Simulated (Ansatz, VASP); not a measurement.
# One calculation of P, two programs

POSCAR

```
P
1.0
    1.7774969333      1.0262383330      3.2235704125
   -1.7774969333      1.0262383330      3.2235704125
    0.0000000000     -2.0524766659      3.2235704125
P
2
Direct
    0.2270802500      0.2270802500      0.2270802500
    0.7729197500      0.7729197500      0.7729197500
```

The input INCAR.step1:

```
PREC = Accurate
ENCUT = 520
ISMEAR = 0
SIGMA = 0.15
LREAL = F
LASPH = T
NELM = 80
NBANDS = 12
GGA = PE
ALGO = Normal
EDIFF = 1E-4
LWAVE = T
LCHARG = F
```

File INCAR.step2:

```
PREC = Accurate
ENCUT = 520
EDIFF = 1E-6
ISMEAR = 0
SIGMA = 0.15
LREAL = F
LASPH = T
NELM = 80
ALGO = Normal
ISIF = 2
LWAVE = F
LCHARG = T
METAGGA = R2SCAN
LMIXTAU = T
LELF = T
LVHAR = T
NBANDS = 12
ISTART = 1
```

KPOINTS

```
Automatic mesh
0
Gamma
  18 18 18
```

Input for Ansatz:

```yaml
crystal:
  lattice:
    - [1.7774969333, 1.026238333, 3.2235704125]
    - [-1.7774969333, 1.026238333, 3.2235704125]
    - [0.0, -2.0524766659, 3.2235704125]
  atoms:
    - { symbol: P, position: [0.22708025, 0.22708025, 0.22708025] }
    - { symbol: P, position: [0.77291975, 0.77291975, 0.77291975] }
basis:
  ecutwfc: 500
kpoints:
  mp_grid: { grid: [18, 18, 18] }
hamiltonian:
  xc: r2scan
scf:
  occupations: { method: gaussian, width: 0.15 }
output:
  forces: true
  stress: true
  eigenvalues: true
```

Change from the starting cell: strain +0.030 along x and y, +0.030 along z, atoms carried along.

Alike in both runs: task single point; functional r2SCAN; k mesh 18 × 18 × 18; occupations gaussian, width 0.15 eV; no spin polarisation.

|  | VASP | Ansatz |
| --- | --- | --- |
| version | VASP 6.6.1 | Ansatz 0.2.0 |
| potentials or method | VASP PAW PBE potentials, release 64 (P), cutoff 520 eV | scalar-relativistic, plane waves, PAW |
| valence electrons in the cell | 10 | 10 |

|  | VASP | Ansatz | Ansatz less VASP |
| --- | --- | --- | --- |
| gap on the k mesh at the Fermi level (eV) | none | none | - |
| pressure (GPa) | -6.9 | -6.5 | +0.40 |
| traceless stress, the component that is largest in VASP (GPa) | 1.54 | 1.45 | -0.092 |
| rms of the force components (eV/Å) | 0.329 | 0.289 | -0.0398 |

VASP's potentials were made for PBE, not for r2SCAN. Atom by atom the forces differ by 0.040 eV/Å (rms over components). A gap of «none» marks a metal or a gap that the smearing closes. With one functional, cell and mesh, what is left measures potentials, basis and numerics.
